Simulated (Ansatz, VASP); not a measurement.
**CsBr: VASP beside Ansatz**

```
Cs Br
1.0
     4.35115    0.00000    0.00000
     0.00000    4.35115    0.00000
     0.00000    0.00000    4.35115
Cs Br
1 1
Direct
  0.00000 0.00000 0.00000
  0.50000 0.50000 0.50000
```

Alike in both runs: functional r2SCAN; k mesh 8 × 8 × 8; occupations fermi-dirac, width 0.02 eV; no spin polarisation.

Ansatz relaxed the structure, and its values are those at the end. VASP's run is a single point on that final structure, the one shown.

|  | VASP | Ansatz |
| --- | --- | --- |
| version | VASP 6.6.1 | Ansatz 0.2.0 |
| potentials or method | VASP PAW PBE potentials, release 64 (Cs_sv, Br), cutoff 550 eV | PAW plane waves |
| valence electrons in the cell | 16 | 16 |

|  | VASP | Ansatz | Ansatz less VASP |
| --- | --- | --- | --- |
| gap on the k mesh at the Fermi level (eV) | 5.09 | 5.10 | +0.014 |
| pressure (GPa) | -0.2 | -0.3 | -0.04 |

VASP's potentials were made for PBE, not for r2SCAN. Ansatz's warnings: stress scf threshold loose.

Neither program's run includes spin-orbit coupling.
